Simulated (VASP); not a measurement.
# CuAu (P4/mmm) in VASP: further runs, part 2 of 2

VASP 6.6.1. Earlier steps stand in the parts before.

### Step 4. Single point, PBEsol (zz strain of -1 %)

INCAR reads:

```
SYSTEM = CuAu
PREC     = Accurate       ! precision mode
ENCUT    = 520            ! plane-wave cutoff, eV
EDIFF    = 1E-6           ! SCF threshold, eV
ISMEAR   = -1             ! smearing method
SIGMA    = 0.05           ! smearing width, eV
LREAL    = .False.        ! projectors in reciprocal space
LASPH    = .True.         ! aspherical terms in the spheres
NELM     = 80             ! most SCF steps
ALGO     = Normal         ! electronic algorithm
ISIF     = 2              ! what is computed and relaxed
LWAVE    = .False.        ! write WAVECAR
LCHARG   = .False.        ! write CHGCAR
GGA      = PS             ! functional
NBANDS   = 18             ! bands
```

KPOINTS reads:

```
regular mesh
0
Gamma
  13 13 10
  0 0 0
```

POSCAR reads:

```
CuAu
1.0
    2.8000000000      0.0000000000      0.0000000000
    0.0000000000      2.8000000000      0.0000000000
    0.0000000000      0.0000000000      3.6333000000
Cu Au
1 1
Direct
    0.5000000000      0.5000000000      0.5000000000
    0.0000000000      0.0000000000      0.0000000000
```

Potentials or basis: VASP PAW PBE potentials, release 64 (Cu, Au).

The run is started by

```bash
cat potpaw_PBE.64/Cu/POTCAR potpaw_PBE.64/Au/POTCAR > POTCAR
mpirun -np 1 vasp_std > vasp.out
```

OUTCAR:

```text
SYSTEM = CuAu
   PREC = Accurate
   ENCUT = 520
   EDIFF = 1E-6
   ISMEAR = -1
   LREAL = .False.
   LASPH = .True.
   NELM = 80
   ISIF = 2
   GGA = PS

 ion  position               nearest neighbor table
   1  0.500  0.500  0.500-   2 2.69   2 2.69   2 2.69   2 2.69   2 2.69   2 2.69   2 2.69   2 2.69

   2  0.000  0.000  0.000-   1 2.69   1 2.69   1 2.69   1 2.69   1 2.69   1 2.69   1 2.69   1 2.69

  LATTYP: Found a simple tetragonal cell.
 ALAT       =     2.8000000000
 C/A-ratio  =     1.2976071429

  Lattice vectors:

 A1 = (   2.8000000000,   0.0000000000,   0.0000000000)
 A2 = (   0.0000000000,   2.8000000000,   0.0000000000)
 A3 = (   0.0000000000,   0.0000000000,   3.6333000000)

Analysis of symmetry for initial positions (statically):
=====================================================================
 Subroutine PRICEL returns:
 Original cell was already a primitive cell.

 Routine SETGRP: Setting up the symmetry group for a
 simple tetragonal supercell.

 Subroutine GETGRP returns: Found 16 space group operations
 (whereof 16 operations were pure point group operations)
 out of a pool of 16 trial point group operations.

The static configuration has the point symmetry D_4h.

Analysis of symmetry for dynamics (positions and initial velocities):
=====================================================================
 Subroutine PRICEL returns:
 Original cell was already a primitive cell.

 Routine SETGRP: Setting up the symmetry group for a
 simple tetragonal supercell.

 Subroutine GETGRP returns: Found 16 space group operations
 (whereof 16 operations were pure point group operations)
 out of a pool of 16 trial point group operations.

The dynamic configuration has the point symmetry D_4h.

 Subroutine INISYM returns: Found 16 space group operations
 (whereof 16 operations are pure point group operations),
[... 110 lines left out ...]
   EFERMI =   0.00;   METHOD = LEGACY
   ISMEAR =    -1;   SIGMA  =   0.05  broadening in eV -4-tet -1-fermi 0-gaus
   EFERMI_NEDOS =   21; number of points for ismear=-14 and -15
   IALGO  =     38    algorithm
   IMIX   =      4    mixing-type and parameters
     AMIX     =   0.40;   BMIX     =  1.00
     AMIX_MAG =   1.60;   BMIX_MAG =  1.00
  volume/ion in A,a.u.               =      14.24        96.11
  Fermi-wavevector in a.u.,A,eV,Ry     =   1.502023  2.838412 30.695743  2.256073
  Thomas-Fermi vector in A             =   2.613318
   LORBIT       =      0    0 simple, 1 ext, 2 COOP (PROOUT), +10 PAW based schemes
   GGA     = PS    functional components
   LHFCALC =     F    Hartree Fock is set to
   AEXX    =    0.0000 exact exchange contribution
   IVDW    =     0    specifies the selected vdW correction
   LEPSILON=     F    determine dielectric tensor
   LRPA    =     F    only Hartree local field effects (RPA)
 non-spin polarized calculation
  energy-cutoff  :      520.00
  volume of cell :       28.49
 maximum number of plane-waves:       784
 NGX is ok and might be reduce to    24
   NGX = 11   NGY = 11   NGZ = 13

 number of electron      22.0000001 magnetization

 Free energy of the ion-electron system (eV)
  ---------------------------------------------------
  ext. energy  EPLUGINS =         0.00000000
  ---------------------------------------------------
  free energy    TOTEN  =        -8.35722743 eV

  energy without entropy =       -8.35198760  energy(sigma->0) =       -8.35460751

 E-fermi :   8.8824     XC(G=0): -12.9637

 val. band max:        8.8773690433   @ k =   0.4615   0.1538   0.4000
 cond. band min:       8.9064514833   @ k =   0.4615   0.0000   0.3000
 fundamental gap:      0.0290824399
 Fermi energy:         8.8824302126

 k-point     1 :       0.0000    0.0000    0.0000
  band No.  band energies     occupation
      1      -1.1605      2.00000
      2       2.0965      2.00000
      3       2.2598      2.00000
      4       4.7145      2.00000
      5       4.7145      2.00000
      6       5.7925      2.00000
[... 481 lines left out ...]
      5       4.8720      2.00000
      6       6.0106      2.00000
[... 10 lines left out ...]
     17      22.1939      0.00000
     18      22.3476      0.00000

 [... further k-points ...]

------------------------ aborting loop because EDIFF is reached ----------------------------------------

  FORCE on cell =-STRESS in cart. coord.  units (eV):
  Direction    XX          YY          ZZ          XY          YZ          ZX
  --------------------------------------------------------------------------------------
  -------------------------------------------------------------------------------------
  Total       -0.1323121     -0.1323121      0.0438862      0.0000000     -0.0000000      0.0000000
  in kB       -7.4420553     -7.4420553      2.4684308      0.0000000     -0.0000000      0.0000000
  external PRESSURE =      -4.1385600 kB  Pullay stress =       0.0000000 kB

 VOLUME and BASIS-vectors are now :
 -----------------------------------------------------------------------------
  energy-cutoff  :      520.00
  volume of cell :       28.49
      direct lattice vectors                 reciprocal lattice vectors
     2.800000000  0.000000000  0.000000000     0.357142857  0.000000000  0.000000000
     0.000000000  2.800000000  0.000000000     0.000000000  0.357142857  0.000000000
     0.000000000  0.000000000  3.633300000     0.000000000  0.000000000  0.275231883

 POSITION                                       TOTAL-FORCE (eV/Angst)
 -----------------------------------------------------------------------------------
      1.40000      1.40000      1.81665         0.000000      0.000000      0.000000
      0.00000      0.00000      0.00000         0.000000      0.000000      0.000000
 -----------------------------------------------------------------------------------
    total drift:                                0.000000      0.000000     -0.000000

  FREE ENERGIE OF THE ION-ELECTRON SYSTEM (eV)
  ---------------------------------------------------
  free  energy   TOTEN  =        -8.3572274282 eV

  energy  without entropy=       -8.3519875985  energy(sigma->0) =       -8.35460751
```

stdout:

```text
POSCAR found type information on POSCAR CuAu
 POSCAR found :  2 types and       2 ions
 scaLAPACK will be used
 -----------------------------------------------------------------------------
|                                                                             |
|                                                                             |
|     You enforced a specific xc type in the INCAR file but a different       |
|     I HOPE YOU KNOW WHAT YOU ARE DOING!                                     |
|                                                                             |
 -----------------------------------------------------------------------------

 LDA part: xc-table for (Slater+PW92), standard interpolation
 POSCAR, INCAR and KPOINTS ok, starting setup
 FFT: planning ... GRIDC
 FFT: planning ... GRID_SOFT
 FFT: planning ... GRID
 WAVECAR not read
 entering main loop
```

Run time: 88 s. Hardware: 1 thread of Intel Xeon 8259CL, shared host; peak memory 0.22 GiB.

Results:

```
Free energy            : -8.3572 eV
Pressure               : -0.4 GPa
Band gap on the k mesh : zero (bands 11 and 12 overlap by 6.47 eV)
```

Caveat: the cell differs from its parent crystal (zz strain of -1 %); the PAW data sets were made with another functional, which shifts forces and pressure a little; spin-orbit coupling is left out, which moves the levels of the heavy elements.

### Step 5. Summary

```csv
cell,gap on the mesh (eV),pressure (GPa)
"a = 2.762, b = 2.762, c = 3.620 Å, 2 atoms",none,5.3
"a = 2.800, b = 2.800, c = 3.597 Å, 2 atoms",none,1.3
"a = 2.800, b = 2.800, c = 3.633 Å, 2 atoms",none,-0.4
```

Alike in all rows: task single point; level PBEsol; potentials or basis VASP PAW PBE potentials, release 64 (Cu, Au); no spin polarisation; k mesh 13 × 13 × 10; cutoff (eV) 520; smearing fermi-dirac 0.05 eV.

Caveats: the PAW data sets were made with another functional, which shifts forces and pressure a little; spin-orbit coupling is left out, which moves the levels of the heavy elements; the cell stands under pressure (at least some runs).

Total energies depend on the potentials used, so only differences within one code and one set of settings carry meaning.
